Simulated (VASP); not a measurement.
# Mg (P6/mmm) in VASP: further runs

The runs below take Mg through single point, relaxation of cell and atoms, with PBEsol.

All numbers are computed with VASP 6.6.1; they aren't measurements. Logs are shortened: lines on timing, memory, paths and dates and some standing lists are left out, and cuts for length are marked.

### 1 The cell of the first run

Symmetry: P6/mmm, No. 191, hexagonal system. The conventional cell has a = 5.077 Å, b = 5.077 Å, c = 3.065 Å, α = 90.00°, β = 90.00°, γ = 120.00°. Within 4.0 Å of Mg (site symmetry 6/mmm) lie 14 Mg at 3.06 to 3.31 Å. Mg (site symmetry -6m2) has 11 Mg at 2.93 to 3.31 Å within 3.9 Å.

### 2 Single point, PBEsol

INCAR

```
PREC = Accurate
ENCUT = 520
EDIFF = 1E-6
ISMEAR = 0
SIGMA = 0.1
LREAL = F
LASPH = T
NELM = 100
ALGO = Normal
ISIF = 2
LWAVE = F
LCHARG = F
GGA = PS
NBANDS = 10
```

KPOINTS

```
Automatic mesh
0
Gamma
  12 12 14
```

POSCAR

```
Mg
1.0
    5.0768987730      0.0000000000      0.0000000000
   -2.5384493865      4.3967233099      0.0000000000
    0.0000000000      0.0000000000      3.0646902507
Mg
3
Direct
    0.0000000000      0.0000000000      0.0000000000
    0.3333333333      0.6666666667      0.5000000000
    0.6666666667      0.3333333333      0.5000000000
```

Potentials or basis: VASP PAW PBE potentials, release 64 (Mg).

Launch:

```bash
$ cat potpaw_PBE.64/Mg/POTCAR > POTCAR
$ mpirun -np 1 vasp_std > vasp.out
```

OUTCAR:

```text
PREC = Accurate
   ENCUT = 520
   EDIFF = 1E-6
   ISMEAR = 0
   LREAL = F
   LASPH = T
   NELM = 100
   ISIF = 2
   GGA = PS

 ion  position               nearest neighbor table
   1  0.000  0.000  0.000-   2 3.31   3 3.31   2 3.31   3 3.31   3 3.31   3 3.31   2 3.31   2 3.31
                             3 3.31   3 3.31   2 3.31   2 3.31
   2  0.333  0.667  0.500-   3 2.93   3 2.93   3 2.93   1 3.31   1 3.31   1 3.31   1 3.31   1 3.31
                             1 3.31
   3  0.667  0.333  0.500-   2 2.93   2 2.93   2 2.93   1 3.31   1 3.31   1 3.31   1 3.31   1 3.31
                             1 3.31

  LATTYP: Found a hexagonal cell.
 ALAT       =     5.0768987730
 C/A-ratio  =     0.6036539998

  Lattice vectors:

 A1 = (   5.0768987730,   0.0000000000,   0.0000000000)
 A2 = (  -2.5384493865,   4.3967233099,   0.0000000000)
 A3 = (   0.0000000000,   0.0000000000,   3.0646902507)

Analysis of symmetry for initial positions (statically):
=====================================================================
 Subroutine PRICEL returns:
 Original cell was already a primitive cell.

 Routine SETGRP: Setting up the symmetry group for a
 hexagonal supercell.

 Subroutine GETGRP returns: Found 24 space group operations
 (whereof 24 operations were pure point group operations)
 out of a pool of 24 trial point group operations.

The static configuration has the point symmetry D_6h.

Analysis of symmetry for dynamics (positions and initial velocities):
=====================================================================
 Subroutine PRICEL returns:
 Original cell was already a primitive cell.

 Routine SETGRP: Setting up the symmetry group for a
 hexagonal supercell.

 Subroutine GETGRP returns: Found 24 space group operations
 (whereof 24 operations were pure point group operations)
 out of a pool of 24 trial point group operations.

The dynamic configuration has the point symmetry D_6h.

 Subroutine INISYM returns: Found 24 space group operations
 (whereof 24 operations are pure point group operations),
 and found     1 'primitive' translations

----------------------------------------------------------------------------------------

                                     Primitive cell

  volume of cell :      68.4092

  direct lattice vectors                    reciprocal lattice vectors
     5.076898773  0.000000000  0.000000000     0.196970640  0.113721052  0.000000000
    -2.538449386  4.396723310  0.000000000     0.000000000  0.227442104  0.000000000
     0.000000000  0.000000000  3.064690251     0.000000000  0.000000000  0.326297250

  length of vectors
     5.076898773  5.076898773  3.064690251     0.227442104  0.227442104  0.326297250

  position of ions in fractional coordinates (direct lattice)
     0.000000000  0.000000000  0.000000000
     0.333333333  0.666666667  0.500000000
     0.666666667  0.333333333  0.500000000

  ion indices of the primitive-cell ions
   primitive index   ion index
                 1           1
                 2           2
                 3           3

----------------------------------------------------------------------------------------

 KPOINTS: Automatic mesh

Automatic generation of k-mesh.
 Grid dimensions read from file:
 generate k-points for:   12   12   14

 Generating k-lattice:

  Cartesian coordinates                     Fractional coordinates (reciprocal lattice)
     0.016414220  0.009476754  0.000000000     0.083333333  0.000000000  0.000000000
     0.000000000  0.018953509  0.000000000     0.000000000  0.083333333  0.000000000
     0.000000000  0.000000000  0.023306946     0.000000000  0.000000000  0.071428571

  Length of vectors
     0.018953509  0.018953509  0.023306946

  Shift w.r.t. Gamma in fractional coordinates (k-lattice)
     0.000000000  0.000000000  0.000000000

 Subroutine IBZKPT returns following result:
 ===========================================

 Found    152 irreducible k-points:

 Following reciprocal coordinates:
            Coordinates               Weight
  0.000000  0.000000  0.000000      1.000000
  0.083333 -0.000000  0.000000      6.000000
  0.166667  0.000000  0.000000      6.000000
  0.250000  0.000000  0.000000      6.000000
  0.333333 -0.000000  0.000000      6.000000
  0.416667  0.000000  0.000000      6.000000
[... 16 lines left out ...]
  0.250000  0.000000  0.071429     12.000000
  0.333333 -0.000000  0.071429     12.000000
 [... further k-points ...]
   k-points           NKPTS =    152   k-points in BZ     NKDIM =    152   number of bands    NBANDS=     10
   number of dos      NEDOS =    301   number of ions     NIONS =      3
   total plane-waves  NPLWV =  38400
   dimension x,y,z NGX =    40 NGY =   40 NGZ =   24
   dimension x,y,z NGXF=    80 NGYF=   80 NGZF=   48
   ions per type =               3
   NGX,Y,Z   is equivalent  to a cutoff of  13.10, 13.10, 13.02 a.u.
   NGXF,Y,Z  is equivalent  to a cutoff of  26.20, 26.20, 26.04 a.u.
 SYSTEM =  unknown system
   PREC   = accura    normal or accurate (medium, high low for compatibility)
   ISTART =      0    job   : 0-new  1-cont  2-samecut
   ICHARG =      2    charge: 1-file 2-atom 10-const
   ISPIN  =      1    spin polarized calculation?
   LNONCOLLINEAR =      F non collinear calculations
   LSORBIT =      F    spin-orbit coupling
   LASPH  =      T    aspherical Exc in radial PAW
   ENCUT  =  520.0 eV  38.22 Ry    6.18 a.u.   9.44  9.44  5.70*2*pi/ulx,y,z
   NELM   =    100;   NELMIN=  2; NELMDL= -5     # of ELM steps
   EDIFF  = 0.1E-05   stopping-criterion for ELM
   LREAL  =      F    real-space projection
   EDIFFG = 0.1E-04   stopping-criterion for IOM
   NSW    =      0    number of steps for IOM
   IBRION =     -1    ionic relax: 0-MD 1-quasi-New 2-CG
   NFREE  =      0    steps in history (QN), initial steepest desc. (CG)
   ISIF   =      2    stress and relaxation
   ISYM   =      2    0-nonsym 1-usesym 2-fastsym
   POTIM  = 0.5000    time-step for ionic-motion
   TEBEG  =    0.0;   TEEND  =   0.0 temperature during run
   PSTRESS=    0.0 pullay stress
   NELECT =       6.0000    total number of electrons
   NUPDOWN=      -1.0000    fix difference up-down
   EMIN   =  10.00;   EMAX   =-10.00  energy-range for DOS
   EFERMI =   0.00;   METHOD = LEGACY
   ISMEAR =     0;   SIGMA  =   0.10  broadening in eV -4-tet -1-fermi 0-gaus
   EFERMI_NEDOS =   21; number of points for ismear=-14 and -15
   IALGO  =     38    algorithm
   IMIX   =      4    mixing-type and parameters
     AMIX     =   0.40;   BMIX     =  1.00
     AMIX_MAG =   1.60;   BMIX_MAG =  1.00
  volume/ion in A,a.u.               =      22.80       153.88
  Fermi-wavevector in a.u.,A,eV,Ry     =   0.727367  1.374525  7.198344  0.529063
  Thomas-Fermi vector in A             =   1.818573
   LORBIT       =      0    0 simple, 1 ext, 2 COOP (PROOUT), +10 PAW based schemes
   GGA     = PS    functional components
   LHFCALC =     F    Hartree Fock is set to
   AEXX    =    0.0000 exact exchange contribution
   IVDW    =     0    specifies the selected vdW correction
   LEPSILON=     F    determine dielectric tensor
   LRPA    =     F    only Hartree local field effects (RPA)
 non-spin polarized calculation
 Gauss-broadening in eV      SIGMA  =   0.10
  energy-cutoff  :      520.00
  volume of cell :       68.41
 maximum number of plane-waves:      1872
 NGX is ok and might be reduce to    40
   NGX = 19   NGY = 19   NGZ = 11

 number of electron       6.0000000 magnetization

 Free energy of the ion-electron system (eV)
  ---------------------------------------------------
  ext. energy  EPLUGINS =         0.00000000
  ---------------------------------------------------
  free energy    TOTEN  =        -4.99835764 eV

  energy without entropy =       -4.99155797  energy(sigma->0) =       -4.99495781

 E-fermi :   2.6474     XC(G=0):  -8.5547

 val. band max:        2.6460986164   @ k =   0.3333   0.0833   0.5000
 cond. band min:       2.6728511498   @ k =   0.2500   0.1667   0.4286
 fundamental gap:      0.0267525334
 Fermi energy:         2.6473741370

 k-point     1 :       0.0000    0.0000    0.0000
  band No.  band energies     occupation
      1      -4.3314      2.00000
      2       2.8472      0.00471
      3       2.8472      0.00471
      4       2.9004      0.00035
      5       2.9004      0.00035
      6       3.9751      0.00000
      7       4.0354      0.00000
      8      10.7765      0.00000
      9      11.2085      0.00000
     10      15.9889      0.00000

 k-point     2 :       0.0833   -0.0000    0.0000
  band No.  band energies     occupation
      1      -4.2771      2.00000
      2       1.9580      2.00000
      3       2.3287      1.99999
      4       2.8695      0.00169
      5       3.5189      0.00000
      6       4.4183      0.00000
      7       4.6970      0.00000
      8      10.8211      0.00000
      9      11.2476      0.00000
     10      15.1985      0.00000

 k-point     3 :       0.1667    0.0000    0.0000
  band No.  band energies     occupation
      1      -4.1146      2.00000
      2       0.9269      2.00000
      3       1.8841      2.00000
      4       2.4800      1.98208
      5       4.2633      0.00000
      6       5.1322      0.00000
      7       5.9556      0.00000
      8      10.9549      0.00000
      9      11.3510      0.00000
     10      13.7419      0.00000

 k-point     4 :       0.2500    0.0000    0.0000
  band No.  band energies     occupation
      1      -3.8444      2.00000
      2      -0.0420      2.00000
      3       1.5385      2.00000
      4       2.1332      2.00000
      5       5.1084      0.00000
      6       5.9649      0.00000
      7       7.3503      0.00000
      8      11.1782      0.00000
      9      11.4327      0.00000
     10      12.2567      0.00000

 k-point     5 :       0.3333   -0.0000    0.0000
  band No.  band energies     occupation
      1      -3.4675      2.00000
      2      -0.9238      2.00000
      3       1.2919      2.00000
      4       1.8762      2.00000
      5       6.0542      0.00000
      6       6.8893      0.00000
      7       8.8188      0.00000
      8      10.8324      0.00000
      9      11.0567      0.00000
     10      11.4911      0.00000

 k-point     6 :       0.4167    0.0000    0.0000
  band No.  band energies     occupation
      1      -2.9850      2.00000
      2      -1.7107      2.00000
      3       1.1440      2.00000
      4       1.7196      2.00000
      5       7.1002      0.00000
      6       7.8921      0.00000
      7       9.4940      0.00000
      8      10.0430      0.00000
      9      10.3244      0.00000
     10      11.8941      0.00000
[... 183 lines left out ...]
 k-point    21 :       0.0833   -0.0000    0.0714
  band No.  band energies     occupation
      1      -4.1953      2.00000
      2       2.0338      2.00000
      3       2.4035      1.99944
      4       2.9453      0.00003
      5       3.5938      0.00000
      6       4.4863      0.00000
      7       4.7663      0.00000
      8       9.0824      0.00000
      9      13.0659      0.00000
     10      14.6251      0.00000

 k-point    22 :       0.1667    0.0000    0.0714
  band No.  band energies     occupation
      1      -4.0329      2.00000
      2       1.0039      2.00000
      3       1.9588      2.00000
      4       2.5573      1.79727
      5       4.3383      0.00000
      6       5.1960      0.00000
      7       6.0170      0.00000
      8       9.2314      0.00000
      9      13.0271      0.00000
     10      13.7529      0.00000

 k-point    23 :       0.2500    0.0000    0.0714
  band No.  band energies     occupation
      1      -3.7630      2.00000
      2       0.0362      2.00000
      3       1.6131      2.00000
      4       2.2117      2.00000
      5       5.1835      0.00000
      6       6.0214      0.00000
      7       7.3927      0.00000
      8       9.4803      0.00000
      9      12.3157      0.00000
     10      12.3928      0.00000

 k-point    24 :       0.3333   -0.0000    0.0714
  band No.  band energies     occupation
      1      -3.3863      2.00000
      2      -0.8448      2.00000
      3       1.3664      2.00000
      4       1.9555      2.00000
      5       6.1293      0.00000
      6       6.9344      0.00000
      7       8.7897      0.00000
      8       9.8344      0.00000
      9      10.9025      0.00000
     10      11.3812      0.00000

 [... further k-points ...]

------------------------ aborting loop because EDIFF is reached ----------------------------------------

  FORCE on cell =-STRESS in cart. coord.  units (eV):
  Direction    XX          YY          ZZ          XY          YZ          ZX
  --------------------------------------------------------------------------------------
  -------------------------------------------------------------------------------------
  Total       -0.0234592     -0.0234592     -0.0146994      0.0000000      0.0000000      0.0000000
  in kB       -0.5494271     -0.5494271     -0.3442670      0.0000000      0.0000000      0.0000000
  external PRESSURE =      -0.4810404 kB  Pullay stress =       0.0000000 kB

 VOLUME and BASIS-vectors are now :
 -----------------------------------------------------------------------------
  energy-cutoff  :      520.00
  volume of cell :       68.41
      direct lattice vectors                 reciprocal lattice vectors
     5.076898773  0.000000000  0.000000000     0.196970640  0.113721052  0.000000000
    -2.538449386  4.396723310  0.000000000     0.000000000  0.227442104  0.000000000
     0.000000000  0.000000000  3.064690251     0.000000000  0.000000000  0.326297250

 POSITION                                       TOTAL-FORCE (eV/Angst)
 -----------------------------------------------------------------------------------
      0.00000      0.00000      0.00000         0.000000      0.000000     -0.000000
     -0.00000      2.93115      1.53235         0.000000      0.000000      0.000000
      2.53845      1.46557      1.53235        -0.000000      0.000000     -0.000000
 -----------------------------------------------------------------------------------
    total drift:                                0.000000     -0.000000     -0.000000

  FREE ENERGIE OF THE ION-ELECTRON SYSTEM (eV)
  ---------------------------------------------------
  free  energy   TOTEN  =        -4.9983576385 eV

  energy  without entropy=       -4.9915579735  energy(sigma->0) =       -4.99495781
```

Run time: 70 s. Hardware: 1 thread of AMD EPYC 7R43 (Zen 3), shared host; peak memory 0.2 GiB.

What came out:

- Free energy: -4.9984 eV
- Pressure: 0.0 GPa
- Band gap on the k mesh: zero (band 3 reaches 6.20 eV, above the bottom of band 4 at 1.67 eV)

Caveat: the PAW data sets were made with another functional, which shifts forces and pressure a little.

(Part 1 of 2 ends here.)
